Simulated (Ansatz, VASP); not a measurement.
# One calculation of LiYbO2, two programs

Contents of INCAR:

```
PREC = Accurate ; ENCUT = 520
EDIFF = 1E-6 ; ISMEAR = 0
SIGMA = 0.05 ; LREAL = False
LASPH = True ; NELM = 150
ALGO = Normal ; ISIF = 2
LWAVE = False ; LCHARG = False
ISPIN = 2 ; MAGMOM = 0 1.04 0.02 0.02
LORBIT = 11 ; LMAXMIX = 6
LDAU = True ; LDAUTYPE = 1
LDAUL = -1 3 -1 ; LDAUU = 0 4 0
LDAUJ = 0 0.9 0 ; LDAUPRINT = 1
GGA = PE ; NBANDS = 32
```

File KPOINTS:

```
Automatic mesh
0
Gamma
  7 7 7
```

Contents of POSCAR:

```
LiYbO2
1.0
    1.5978969600      0.9225462400      5.8009757000
   -1.5978969600      0.9225462400      5.8009757000
    0.0000000000     -1.8450924700      5.8009757000
Li Yb O
1 1 2
Direct
    0.5000000000      0.5000000000      0.5000000000
    0.0000000000      0.0000000000      0.0000000000
    0.2667000000      0.2667000000      0.2667000000
    0.7333000000      0.7333000000      0.7333000000
```

Input for Ansatz:

```yaml
crystal:
  lattice:
    - [1.59789696, 0.92254624, 5.8009757]
    - [-1.59789696, 0.92254624, 5.8009757]
    - [0.0, -1.84509247, 5.8009757]
  atoms:
    - { symbol: Li, position: [0.5, 0.5, 0.5] }
    - { symbol: Yb, position: [0.0, 0.0, 0.0], spin: 1.0 }
    - { symbol: O, position: [0.2667, 0.2667, 0.2667] }
    - { symbol: O, position: [0.7333, 0.7333, 0.7333] }
basis:
  ecutwfc: 420
  ecutrho_ratio: 4
kpoints:
  mp_grid: { grid: [7, 7, 7] }
hamiltonian:
  xc: pbe
  hubbard:
    sites:
      - { site: 1, l: f, u: 4.0, j: 0.9, starting_ns: [{ spin: up, occupation_matrix: s1up }, { spin: down, occupation_matrix: s1down }] }
    occupation_matrices:
      s1up:
        matrix:
          - [0.97, 0.0, 0.0, 0.0, 0.0, 0.0, 0.0]
          - [0.0, 0.97, 0.0, 0.0, 0.0, 0.0, 0.0]
          - [0.0, 0.0, 0.97, 0.0, 0.0, 0.0, 0.0]
          - [0.0, 0.0, 0.0, 0.97, 0.0, 0.0, 0.0]
          - [0.0, 0.0, 0.0, 0.0, 0.97, 0.0, 0.0]
          - [0.0, 0.0, 0.0, 0.0, 0.0, 0.97, 0.0]
          - [0.0, 0.0, 0.0, 0.0, 0.0, 0.0, 0.97]
      s1down:
        matrix:
          - [0.97, 0.0, 0.0, 0.0, 0.0, 0.0, 0.0]
          - [0.0, 0.97, 0.0, 0.0, 0.0, 0.0, 0.0]
          - [0.0, 0.0, 0.97, 0.0, 0.0, 0.0, 0.0]
          - [0.0, 0.0, 0.0, 0.97, 0.0, 0.0, 0.0]
          - [0.0, 0.0, 0.0, 0.0, 0.02, 0.0, 0.0]
          - [0.0, 0.0, 0.0, 0.0, 0.0, 0.97, 0.0]
          - [0.0, 0.0, 0.0, 0.0, 0.0, 0.0, 0.97]
    ns_hold: { iters: 12 }
scf:
  occupations: { method: gaussian, width: 0.05 }
  lower_state_search: "off"
  max_iter: 150
output:
  forces: true
  stress: true
  eigenvalues: true
  populations: true
  hubbard: { sites: [{ site: 1, l: f }] }
magnetization:
  spin_polarized: true
```

Alike in both runs: task single point; functional PBE; k mesh 7 × 7 × 7; occupations gaussian, width 0.05 eV; collinear spin; Hubbard terms Yb f U = 4.0 eV, J = 0.9 eV.

|  | VASP | Ansatz |
| --- | --- | --- |
| version | VASP 6.6.1 | Ansatz 0.2.0 |
| potentials or method | VASP PAW PBE potentials, release 64 (Li_sv, Yb, O), cutoff 520 eV | scalar-relativistic, plane waves, PAW |
| valence electrons in the cell | 39 | 39 |

```tsv
	VASP	Ansatz	Ansatz less VASP
gap on the k mesh at the Fermi level (eV)	1.24	1.05	-0.188
least direct gap on the mesh (eV)	1.50	1.45	-0.048
rms of the force components (eV/Å)	0.586	0.722	+0.1363
net moment per atom (μB)	0.25	0.25	+0.001
size of the moment on the site where the two differ most (μB)	0.92	0.94	+0.024
```

Site moments also hang on the region over which each program counts them. The programs project onto different local orbitals, so the same U acts differently, and such runs can settle in different states. Atom by atom the forces differ by 0.137 eV/Å (rms over components). Ansatz's warnings: symmetry narrowed by occupation matrices.

Spin-orbit coupling is off throughout. Noted on VASP's run: the cutoff is short for stress, so the pressure is rough.
